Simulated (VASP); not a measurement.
A run of VASP 6.6.1 is set up as follows.

INCAR

```
ALGO = Normal
EDIFF = 1E-6
ENCUT = 520
GGA = PE
ISIF = 2
ISMEAR = 0
IVDW = 12
LASPH = T
LCHARG = F
LREAL = Auto
LWAVE = F
NBANDS = 48
NELM = 100
PREC = Accurate
SIGMA = 0.05
```

Contents of KPOINTS:

```
k-points
0
Gamma
  2 2 2
```

The input POSCAR:

```
Si
1.0
    0.0000000000      5.4300000000      5.4300000000
    5.4300000000      0.0000000000      5.4300000000
    5.4300000000      5.4300000000      0.0000000000
Si
17
Direct
   -0.0029639042      0.0028016575      0.0032324125
    0.1262860958      0.1245645488      0.1245743094
   -0.0029680479      0.0027947514      0.4969328729
    0.1232266114      0.1303783610      0.6231989871
   -0.0031019337      0.4970078269      0.0030396869
    0.1226491713      0.6226771639      0.1320624309
   -0.0001980663      0.4989748619      0.5005831492
    0.1226287293      0.6226561694      0.6225931860
    0.5000370166      0.0001930018     -0.0001097606
    0.6246358195      0.1246358195      0.1246383978
    0.5031267956      0.0029019337      0.4969892265
    0.6246313996      0.1246308471      0.6261032228
    0.5029216390      0.4970833333      0.0031271639
    0.6244996317      0.6264801105      0.1245095764
    0.5029157459      0.4970781768      0.4968698895
    0.6312448435      0.6229562615      0.6229006446
    0.2497727440      0.7488911602      0.7506359116
```

Potentials or basis: VASP PAW PBE potentials, release 64 (Si).

Launch:

```console
$ cat potpaw_PBE.64/Si/POTCAR > POTCAR
$ mpirun -np 1 vasp_std > vasp.out
```

Question: Predict the pressure.

Answer: 2.4 GPa.

Question: What does it give for the dispersion energy per atom?

Answer: -0.332 eV.

Forces on the atoms (eV/Å):
```
Si  -0.010  0.000 -0.002
Si  -0.002  0.002  0.008
Si   0.000  0.010 -0.002
Si   0.010 -0.010  0.006
Si  -0.001  0.002  0.011
Si  -0.011 -0.006  0.001
Si   0.000  0.000  0.000
Si   0.006  0.011  0.001
Si   0.000  0.000  0.001
Si  -0.005 -0.008 -0.002
Si  -0.001  0.001 -0.012
Si   0.008  0.005 -0.002
Si  -0.001 -0.010 -0.003
Si   0.003 -0.002  0.005
Si   0.010  0.001 -0.003
Si  -0.005  0.004 -0.005
Si  -0.001  0.001 -0.001
```

Caveat: the k points lie up to 0.50 Å⁻¹ apart.
